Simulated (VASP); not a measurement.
# GeSb4Te4 (P-3m1) in VASP: notebook

Runs on GeSb4Te4. Level: PBEsol. Tasks: single point.

Program: VASP 6.6.1. These are calculated values, not measurements. Logs are shortened: lines on timing, memory, paths and dates and some standing lists are left out, and cuts for length are marked.

## Step 1: The cell of the first run

Symmetry: P-3m1, No. 164, trigonal system. The conventional cell has a = 4.316 Å, b = 4.316 Å, c = 17.613 Å, α = 90.00°, β = 90.00°, γ = 120.00°. Within 4.0 Å of Ge (site symmetry -3m) lie 6 Te at 3.00 Å. Within 3.9 Å of Sb (site symmetry 3m) lie 3 Sb at 2.93 Å and 3 Te at 3.65 Å. Within 4.0 Å of Sb (site symmetry 3m) lie 6 Te at 3.02 to 3.19 Å. Within 4.0 Å of Te (site symmetry 3m) lie 3 Ge at 3.00 Å and 3 Sb at 3.19 Å. Within 4.0 Å of Te (site symmetry 3m) lie 6 Sb at 3.02 to 3.65 Å.

## Step 2: Single point, PBEsol (volume scaled by 1.06, then relaxed in part)

INCAR

```
PREC     = Accurate       # precision mode
ENCUT    = 520            # plane-wave cutoff, eV
EDIFF    = 1E-6           # SCF threshold, eV
ISMEAR   = 0              # smearing method
SIGMA    = 0.1            # smearing width, eV
LREAL    = F              # projectors in reciprocal space
LASPH    = T              # aspherical terms in the spheres
NELM     = 100            # most SCF steps
ALGO     = Normal         # electronic algorithm
ISIF     = 2              # what is computed and relaxed
LWAVE    = F              # write WAVECAR
LCHARG   = F              # write CHGCAR
GGA      = PS             # functional
NBANDS   = 39             # bands
```

KPOINTS

```
Automatic mesh
0
Gamma
  12 12 2
```

POSCAR

```
GeSb4Te4
1.0
    4.3164622490      0.0000000000      0.0000000000
   -2.1582311245      3.7381659621      0.0000000000
    0.0000000000      0.0000000000     17.6131118486
Ge Sb Te
1 4 4
Direct
    0.0000000000      0.0000000000      0.0000000000
    0.3333333333      0.6666666667      0.5439770311
    0.6666666667      0.3333333333      0.4560229689
    0.6666666667      0.3333333333      0.7918650946
    0.3333333333      0.6666666667      0.2081349054
    0.3333333333      0.6666666667      0.9051021650
    0.6666666667      0.3333333333      0.0948978350
    0.0000000000      0.0000000000      0.6953029592
    0.0000000000      0.0000000000      0.3046970408
```

Potentials or basis: VASP PAW PBE potentials, release 64 (Ge_d, Sb, Te).

Command:

```sh
$ cat potpaw_PBE.64/Ge_d/POTCAR potpaw_PBE.64/Sb/POTCAR potpaw_PBE.64/Te/POTCAR > POTCAR
$ mpirun -np 1 vasp_std > vasp.out
```

OUTCAR:

```text
PREC = Accurate
   ENCUT = 520
   EDIFF = 1E-6
   ISMEAR = 0
   LREAL = F
   LASPH = T
   NELM = 100
   ISIF = 2
   GGA = PS

 ion  position               nearest neighbor table
   1  0.000  0.000  0.000-   6 3.00   7 3.00   6 3.00   7 3.00   7 3.00   6 3.00
   2  0.333  0.667  0.544-   3 2.93   3 2.93   3 2.93   8 3.65   8 3.65   8 3.65
   3  0.667  0.333  0.456-   2 2.93   2 2.93   2 2.93   9 3.65   9 3.65   9 3.65
   4  0.667  0.333  0.792-   8 3.02   8 3.02   8 3.02   6 3.19   6 3.19   6 3.19
   5  0.333  0.667  0.208-   9 3.02   9 3.02   9 3.02   7 3.19   7 3.19   7 3.19
   6  0.333  0.667  0.905-   1 3.00   1 3.00   1 3.00   4 3.19   4 3.19   4 3.19
   7  0.667  0.333  0.095-   1 3.00   1 3.00   1 3.00   5 3.19   5 3.19   5 3.19
   8  0.000  0.000  0.695-   4 3.02   4 3.02   4 3.02   2 3.65   2 3.65   2 3.65
   9  0.000  0.000  0.305-   5 3.02   5 3.02   5 3.02   3 3.65   3 3.65   3 3.65

  LATTYP: Found a hexagonal cell.
 ALAT       =     4.3164622490
 C/A-ratio  =     4.0804508027

  Lattice vectors:

 A1 = (   4.3164622490,   0.0000000000,   0.0000000000)
 A2 = (  -2.1582311245,   3.7381659621,   0.0000000000)
 A3 = (   0.0000000000,   0.0000000000,  17.6131118486)

Analysis of symmetry for initial positions (statically):
=====================================================================
 Subroutine PRICEL returns:
 Original cell was already a primitive cell.

 Routine SETGRP: Setting up the symmetry group for a
 hexagonal supercell.

 Subroutine GETGRP returns: Found 12 space group operations
 (whereof 12 operations were pure point group operations)
 out of a pool of 24 trial point group operations.

The static configuration has the point symmetry D_3d.

Analysis of symmetry for dynamics (positions and initial velocities):
=====================================================================
 Subroutine PRICEL returns:
 Original cell was already a primitive cell.

 Routine SETGRP: Setting up the symmetry group for a
 hexagonal supercell.

 Subroutine GETGRP returns: Found 12 space group operations
 (whereof 12 operations were pure point group operations)
 out of a pool of 24 trial point group operations.

The dynamic configuration has the point symmetry D_3d.

 Subroutine INISYM returns: Found 12 space group operations
 (whereof 12 operations are pure point group operations),
 and found     1 'primitive' translations

----------------------------------------------------------------------------------------

                                     Primitive cell

  volume of cell :     284.1990

  direct lattice vectors                    reciprocal lattice vectors
     4.316462249  0.000000000  0.000000000     0.231671203  0.133755431  0.000000000
    -2.158231124  3.738165962  0.000000000     0.000000000  0.267510862  0.000000000
     0.000000000  0.000000000 17.613111849     0.000000000  0.000000000  0.056775884

  length of vectors
     4.316462249  4.316462249 17.613111849     0.267510862  0.267510862  0.056775884

  position of ions in fractional coordinates (direct lattice)
     0.000000000  0.000000000  0.000000000
     0.333333333  0.666666667  0.543977031
     0.666666667  0.333333333  0.456022969
     0.666666667  0.333333333  0.791865095
     0.333333333  0.666666667  0.208134905
     0.333333333  0.666666667  0.905102165
     0.666666667  0.333333333  0.094897835
     0.000000000  0.000000000  0.695302959
     0.000000000  0.000000000  0.304697041

  ion indices of the primitive-cell ions
   primitive index   ion index
                 1           1
                 2           2
                 3           3
                 4           4
                 5           5
                 6           6
                 7           7
                 8           8
                 9           9

----------------------------------------------------------------------------------------

 KPOINTS: Automatic mesh

Automatic generation of k-mesh.
 Grid dimensions read from file:
 generate k-points for:   12   12    2

 Generating k-lattice:

  Cartesian coordinates                     Fractional coordinates (reciprocal lattice)
     0.019305934  0.011146286  0.000000000     0.083333333  0.000000000  0.000000000
     0.000000000  0.022292572  0.000000000     0.000000000  0.083333333  0.000000000
     0.000000000  0.000000000  0.028387942     0.000000000  0.000000000  0.500000000

  Length of vectors
     0.022292572  0.022292572  0.028387942

  Shift w.r.t. Gamma in fractional coordinates (k-lattice)
     0.000000000  0.000000000  0.000000000

 Subroutine IBZKPT returns following result:
 ===========================================

 Found     38 irreducible k-points:

 Following reciprocal coordinates:
            Coordinates               Weight
  0.000000  0.000000  0.000000      1.000000
  0.083333  0.000000  0.000000      6.000000
  0.166667 -0.000000  0.000000      6.000000
  0.250000  0.000000  0.000000      6.000000
  0.333333  0.000000  0.000000      6.000000
  0.416667  0.000000  0.000000      6.000000
[... 16 lines left out ...]
  0.250000  0.000000  0.500000      6.000000
  0.333333  0.000000  0.500000      6.000000
 [... further k-points ...]
   k-points           NKPTS =     38   k-points in BZ     NKDIM =     38   number of bands    NBANDS=     39
   number of dos      NEDOS =    301   number of ions     NIONS =      9
   total plane-waves  NPLWV = 143360
   dimension x,y,z NGX =    32 NGY =   32 NGZ =  140
   dimension x,y,z NGXF=    64 NGYF=   64 NGZF=  280
   ions per type =               1   4   4
   NGX,Y,Z   is equivalent  to a cutoff of  12.32, 12.32, 13.21 a.u.
   NGXF,Y,Z  is equivalent  to a cutoff of  24.65, 24.65, 26.43 a.u.
 SYSTEM =  unknown system
   PREC   = accura    normal or accurate (medium, high low for compatibility)
   ISTART =      0    job   : 0-new  1-cont  2-samecut
   ICHARG =      2    charge: 1-file 2-atom 10-const
   ISPIN  =      1    spin polarized calculation?
   LNONCOLLINEAR =      F non collinear calculations
   LSORBIT =      F    spin-orbit coupling
   LASPH  =      T    aspherical Exc in radial PAW
   ENCUT  =  520.0 eV  38.22 Ry    6.18 a.u.   8.03  8.03 32.75*2*pi/ulx,y,z
   NELM   =    100;   NELMIN=  2; NELMDL= -5     # of ELM steps
   EDIFF  = 0.1E-05   stopping-criterion for ELM
   LREAL  =      F    real-space projection
   EDIFFG = 0.1E-04   stopping-criterion for IOM
   NSW    =      0    number of steps for IOM
   IBRION =     -1    ionic relax: 0-MD 1-quasi-New 2-CG
   NFREE  =      0    steps in history (QN), initial steepest desc. (CG)
   ISIF   =      2    stress and relaxation
   ISYM   =      2    0-nonsym 1-usesym 2-fastsym
   POTIM  = 0.5000    time-step for ionic-motion
   TEBEG  =    0.0;   TEEND  =   0.0 temperature during run
   PSTRESS=    0.0 pullay stress
   NELECT =      58.0000    total number of electrons
   NUPDOWN=      -1.0000    fix difference up-down
   EMIN   =  10.00;   EMAX   =-10.00  energy-range for DOS
   EFERMI =   0.00;   METHOD = LEGACY
   ISMEAR =     0;   SIGMA  =   0.10  broadening in eV -4-tet -1-fermi 0-gaus
   EFERMI_NEDOS =   21; number of points for ismear=-14 and -15
   IALGO  =     38    algorithm
   IMIX   =      4    mixing-type and parameters
     AMIX     =   0.40;   BMIX     =  1.00
     AMIX_MAG =   1.60;   BMIX_MAG =  1.00
  volume/ion in A,a.u.               =      31.58       213.10
  Fermi-wavevector in a.u.,A,eV,Ry     =   0.963851  1.821415 12.639935  0.929009
  Thomas-Fermi vector in A             =   2.093432
   LORBIT       =      0    0 simple, 1 ext, 2 COOP (PROOUT), +10 PAW based schemes
   GGA     = PS    functional components
   LHFCALC =     F    Hartree Fock is set to
   AEXX    =    0.0000 exact exchange contribution
   IVDW    =     0    specifies the selected vdW correction
   LEPSILON=     F    determine dielectric tensor
   LRPA    =     F    only Hartree local field effects (RPA)
 non-spin polarized calculation
 Gauss-broadening in eV      SIGMA  =   0.10
  energy-cutoff  :      520.00
  volume of cell :      284.20
 maximum number of plane-waves:      7686
   NGX = 17   NGY = 17   NGZ = 65

 number of electron      57.9999995 magnetization

 Free energy of the ion-electron system (eV)
  ---------------------------------------------------
  ext. energy  EPLUGINS =         0.00000000
  ---------------------------------------------------
  free energy    TOTEN  =       -37.92131134 eV

  energy without entropy =      -37.91693914  energy(sigma->0) =      -37.91912524

 E-fermi :   6.2592     XC(G=0):  -9.4424

 val. band max:        6.2367668505   @ k =   0.0833   0.0000   0.5000
 cond. band min:       6.2925559663   @ k =   0.0833   0.0000   0.5000
 fundamental gap:      0.0557891159
 Fermi energy:         6.2592224426

 k-point     1 :       0.0000    0.0000    0.0000
  band No.  band energies     occupation
      1     -18.7504      2.00000
      2     -18.7504      2.00000
      3     -18.7457      2.00000
      4     -18.7439      2.00000
      5     -18.7439      2.00000
      6      -7.0193      2.00000
[... 31 lines left out ...]
     38       7.8329      0.00000
     39       8.3376      0.00000

 k-point     2 :       0.0833    0.0000    0.0000
  band No.  band energies     occupation
      1     -18.7506      2.00000
      2     -18.7504      2.00000
      3     -18.7456      2.00000
      4     -18.7440      2.00000
      5     -18.7439      2.00000
      6      -6.9582      2.00000
[... 31 lines left out ...]
     38       8.1371      0.00000
     39       8.4943      0.00000

 k-point     3 :       0.1667   -0.0000    0.0000
  band No.  band energies     occupation
      1     -18.7510      2.00000
      2     -18.7502      2.00000
      3     -18.7454      2.00000
      4     -18.7440      2.00000
      5     -18.7436      2.00000
      6      -6.7771      2.00000
[... 832 lines left out ...]
 k-point    23 :       0.2500    0.0000    0.5000
  band No.  band energies     occupation
      1     -18.7515      2.00000
      2     -18.7501      2.00000
      3     -18.7452      2.00000
      4     -18.7440      2.00000
      5     -18.7433      2.00000
      6      -6.4745      2.00000
[... 31 lines left out ...]
     38       9.0854      0.00000
     39       9.1995      0.00000

 k-point    24 :       0.3333    0.0000    0.5000
  band No.  band energies     occupation
      1     -18.7521      2.00000
      2     -18.7499      2.00000
      3     -18.7451      2.00000
      4     -18.7438      2.00000
      5     -18.7429      2.00000
      6      -6.0898      2.00000
[... 31 lines left out ...]
     38       9.2447      0.00000
     39       9.3020      0.00000

 [... further k-points ...]
[... 5 lines left out ...]
  --------------------------------------------------------------------------------------
  -------------------------------------------------------------------------------------
  Total       -3.3385680     -3.3385680     -3.3470321     -0.0000000     -0.0000000      0.0000000
  in kB      -18.8212384    -18.8212384    -18.8689548     -0.0000000     -0.0000000      0.0000000
  external PRESSURE =     -18.8371439 kB  Pullay stress =       0.0000000 kB

 VOLUME and BASIS-vectors are now :
 -----------------------------------------------------------------------------
  energy-cutoff  :      520.00
  volume of cell :      284.20
      direct lattice vectors                 reciprocal lattice vectors
     4.316462249  0.000000000  0.000000000     0.231671203  0.133755431  0.000000000
    -2.158231124  3.738165962  0.000000000     0.000000000  0.267510862  0.000000000
     0.000000000  0.000000000 17.613111849     0.000000000  0.000000000  0.056775884

 POSITION                                       TOTAL-FORCE (eV/Angst)
 -----------------------------------------------------------------------------------
      0.00000      0.00000      0.00000        -0.000000      0.000000      0.000000
     -0.00000      2.49211      9.58113        -0.000000     -0.000000      0.065012
      2.15823      1.24606      8.03198        -0.000000      0.000000     -0.065012
      2.15823      1.24606     13.94721         0.000000     -0.000000      0.021286
     -0.00000      2.49211      3.66590         0.000000      0.000000     -0.021286
     -0.00000      2.49211     15.94167        -0.000000      0.000000     -0.006641
      2.15823      1.24606      1.67145         0.000000     -0.000000      0.006641
      0.00000      0.00000     12.24645         0.000000      0.000000     -0.027657
      0.00000      0.00000      5.36666        -0.000000     -0.000000      0.027657
 -----------------------------------------------------------------------------------
    total drift:                               -0.000000     -0.000000      0.000000

  FREE ENERGIE OF THE ION-ELECTRON SYSTEM (eV)
  ---------------------------------------------------
  free  energy   TOTEN  =       -37.9213113441 eV

  energy  without entropy=      -37.9169391445  energy(sigma->0) =      -37.91912524
```

Wall time 4.6 min (1 thread of Intel Xeon 6975P-C (Granite Rapids), shared host); peak memory 0.61 GiB.

What came out:

```
Free energy            : -37.9213 eV
Pressure               : -1.9 GPa
Largest force          : 0.065 eV/Å
Band gap on the k mesh : 0.06 eV, direct
```

Forces in eV/Å, atoms in the order of the input:
```
Ge   0.000  0.000  0.000
Sb   0.000  0.000  0.065
Sb   0.000  0.000 -0.065
Sb   0.000  0.000  0.021
Sb   0.000  0.000 -0.021
Te   0.000  0.000 -0.007
Te   0.000  0.000  0.007
Te   0.000  0.000 -0.028
Te   0.000  0.000  0.028
```

Caveat: the PAW data sets were made with another functional, which shifts forces and pressure a little; spin-orbit coupling is left out, which moves the levels of the heavy elements. A k mesh can miss the band edges.

## Step 3: Single point, PBEsol (volume scaled by 1.10, then relaxed in part)

INCAR

```
PREC = Accurate ; ENCUT = 520
EDIFF = 1E-6 ; ISMEAR = 0
SIGMA = 0.1 ; LREAL = F
LASPH = T ; NELM = 80
ALGO = Normal ; ISIF = 2
LWAVE = F ; LCHARG = T
GGA = PS ; LELF = T
LVHAR = T ; NBANDS = 39
```

KPOINTS is that of step 2.

POSCAR

```
GeSb4Te4
1.0
    4.3089218998      0.0000000000      0.0000000000
   -2.1544609499      3.7316358282      0.0000000000
    0.0000000000      0.0000000000     18.3417834613
Ge Sb Te
1 4 4
Direct
    0.0000000000      0.0000000000      0.0000000000
    0.3333333333      0.6666666667      0.5423068414
    0.6666666667      0.3333333333      0.4576931586
    0.6666666667      0.3333333333      0.7992146091
    0.3333333333      0.6666666667      0.2007853909
    0.3333333333      0.6666666667      0.9084652892
    0.6666666667      0.3333333333      0.0915347108
    0.0000000000      0.0000000000      0.7065897798
    0.0000000000      0.0000000000      0.2934102202
```

Potentials or basis: VASP PAW PBE potentials, release 64 (Ge_d, Sb, Te).

Command:

```sh
$ cat potpaw_PBE.64/Ge_d/POTCAR potpaw_PBE.64/Sb/POTCAR potpaw_PBE.64/Te/POTCAR > POTCAR
$ mpirun -np 1 vasp_std > vasp.out
```

Wall time 4.5 min (1 thread of Intel Xeon 6975P-C (Granite Rapids), shared host); peak memory 0.64 GiB.

The run converged. Its results:

* Free energy: -37.7706 eV
* Pressure: -2.1 GPa
* Largest force: 0.075 eV/Å
* Band gap on the k mesh: 0.10 eV, indirect (least direct gap 0.11 eV)

Forces on the atoms (eV/Å):
```
Ge   0.000  0.000  0.000
Sb   0.000  0.000  0.075
Sb   0.000  0.000 -0.075
Sb   0.000  0.000  0.023
Sb   0.000  0.000 -0.023
Te   0.000  0.000 -0.013
Te   0.000  0.000  0.013
Te   0.000  0.000 -0.029
Te   0.000  0.000  0.029
```

Levels at points of the mesh, in eV from the valence-band top:
| k point | band 26 | band 27 | band 28 | band 29 | band 30 | band 31 | band 32 | band 33 |
| --- | --- | --- | --- | --- | --- | --- | --- | --- |
| (0.00, 0.00, 0.00) | -1.23 | -1.12 | -1.12 | 0.00 | 0.24 | 0.24 | 0.35 | 0.76 |
| (0.50, 0.00, 0.00) | -1.81 | -1.61 | -1.40 | -1.21 | 0.43 | 0.67 | 0.84 | 0.85 |
| (0.00, 0.00, 0.50) | -1.13 | -1.13 | -1.05 | -0.09 | 0.27 | 0.27 | 0.55 | 0.63 |
| (0.50, 0.00, 0.50) | -2.29 | -1.73 | -1.55 | -0.82 | 0.13 | 0.73 | 1.10 | 1.19 |

Caveat: the PAW data sets were made with another functional, which shifts forces and pressure a little; spin-orbit coupling is left out, which moves the levels of the heavy elements; this functional lacks dispersion, which binds the layers, so the pressure and a relaxed spacing across them are unreliable. A k mesh can miss the band edges.

## Step 4: Single point, PBEsol (volume scaled by 0.88, then relaxed in part)

INCAR

```
PREC = Accurate
ENCUT = 520
EDIFF = 1E-6
ISMEAR = 0
SIGMA = 0.1
LREAL = F
LASPH = T
NELM = 100
ALGO = Normal
ISIF = 2
LWAVE = F
LCHARG = F
GGA = PS
NBANDS = 39
```

KPOINTS

```
regular mesh
0
Gamma
  12 12 2
```

POSCAR

```
GeSb4Te4
1.0
    4.0938612472      0.0000000000      0.0000000000
   -2.0469306236      3.5453878396      0.0000000000
    0.0000000000      0.0000000000     16.2555832186
Ge Sb Te
1 4 4
Direct
    0.0000000000      0.0000000000      0.0000000000
    0.3333333333      0.6666666667      0.5488316717
    0.6666666667      0.3333333333      0.4511683283
    0.6666666667      0.3333333333      0.7853394667
    0.3333333333      0.6666666667      0.2146605333
    0.3333333333      0.6666666667      0.9028337981
    0.6666666667      0.3333333333      0.0971662019
    0.0000000000      0.0000000000      0.6788449837
    0.0000000000      0.0000000000      0.3211550163
```

Command:

```sh
$ cat potpaw_PBE.64/Ge_d/POTCAR potpaw_PBE.64/Sb/POTCAR potpaw_PBE.64/Te/POTCAR > POTCAR
$ mpirun -np 1 vasp_std > vasp.out
```

Wall time 6.5 min (1 thread of Intel Xeon 6975P-C, shared host); peak memory 0.53 GiB.

The run converged. Its results:

| Quantity | Value |
| --- | --- |
| Free energy | -37.2947 eV |
| Pressure | 8.5 GPa |
| Largest force | 0.084 eV/Å |
| Band gap on the k mesh | zero (band 29 reaches 8.70 eV, above the bottom of band 30 at 8.42 eV) |

Forces in eV/Å, atoms in the order of the input:
```
Ge   0.000  0.000  0.000
Sb   0.000  0.000  0.084
Sb   0.000  0.000 -0.084
Sb   0.000  0.000  0.035
Sb   0.000  0.000 -0.035
Te   0.000  0.000  0.002
Te   0.000  0.000 -0.002
Te   0.000  0.000 -0.042
Te   0.000  0.000  0.042
```

Levels at points of the mesh, in eV from the Fermi level:
| k point | band 25 | band 26 | band 27 | band 28 | band 29 | band 30 | band 31 | band 32 | band 33 | band 34 |
| --- | --- | --- | --- | --- | --- | --- | --- | --- | --- | --- |
| (0.00, 0.00, 0.00) | -1.13 | -1.13 | -0.96 | -0.65 | -0.17 | -0.17 | 0.18 | 0.60 | 0.87 | 0.87 |
| (0.50, 0.00, 0.00) | -2.23 | -2.19 | -2.10 | -1.25 | -0.74 | -0.04 | 0.81 | 1.09 | 1.26 | 1.36 |
| (0.00, 0.00, 0.50) | -1.33 | -1.20 | -1.20 | -0.48 | -0.01 | 0.15 | 0.15 | 0.38 | 0.38 | 0.91 |
| (0.50, 0.00, 0.50) | -2.97 | -2.43 | -2.35 | -1.54 | -0.18 | 0.06 | 0.13 | 1.54 | 1.60 | 1.60 |

Caveat: the PAW data sets were made with another functional, which shifts forces and pressure a little; spin-orbit coupling is left out, which moves the levels of the heavy elements.

[end of part 1 of 2]
